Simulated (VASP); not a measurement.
Wanted: the native input for a VASP 6.6.1 run.

```yaml
Task: relaxation of shape and atoms at fixed volume
Functional: PBE
Potentials_or_basis: VASP PAW PBE potentials, release 64 (Pb_d)
Cutoff: 600 eV
k_mesh: 10 × 10 × 3
Occupations: fermi-dirac, width 0.1 eV
Spin: no spin polarisation
Dipole_correction: no
Further_INCAR_settings: ALGO = Normal; EDIFF = 1e-07; IBRION = 2; EDIFFG = -0.005; NSW = 50; ISIF = 4
```

The structure of Pb lies in POSCAR:

```
Pb
1.0
    2.6328900644      0.0000000000      0.0000000000
   -1.3164450322      2.2801496811      0.0000000000
    0.0000000000      0.0000000000      8.5083841956
Pb
4
Direct
    0.0000000000      0.0000000000      0.0000000000
    0.0000000000      0.0000000000      0.5000000000
    0.3333333333      0.6666666667      0.2500000000
    0.6666666667      0.3333333333      0.7500000000
```

The input as run:

INCAR

```
SYSTEM = Pb
PREC = Accurate ; ENCUT = 600
EDIFF = 1E-7 ; ISMEAR = -1
SIGMA = 0.1 ; LREAL = .FALSE.
LASPH = .TRUE. ; NELM = 80
ALGO = Normal ; ISIF = 4
LWAVE = .FALSE. ; LCHARG = .FALSE.
GGA = PE ; IBRION = 2
NSW = 50 ; EDIFFG = -0.005
```

KPOINTS

```
regular mesh
0
G
  10 10 3
  0 0 0
```

Potentials or basis: VASP PAW PBE potentials, release 64 (Pb_d).

The run is started by

```sh
$ cat potpaw_PBE.64/Pb_d/POTCAR > POTCAR
$ mpirun -np 1 vasp_std > vasp.out
```

Results of the run:

| Quantity | Value |
| --- | --- |
| Energy gained by relaxing | 7.0 meV/atom |
| Ionic steps | 4 |
| Pressure after relaxing | 348.1 GPa |
| Band gap on the k mesh | zero (band 28 reaches 30.27 eV, above the bottom of band 29 at 19.71 eV) |

Caveat: spin-orbit coupling is left out, which moves the levels of the heavy elements.

Wall time 2.4 min on 1 thread of Intel(R) Xeon(R) Platinum 8488C (Sapphire Rapids), on a shared host, peak memory 0.2 GiB.
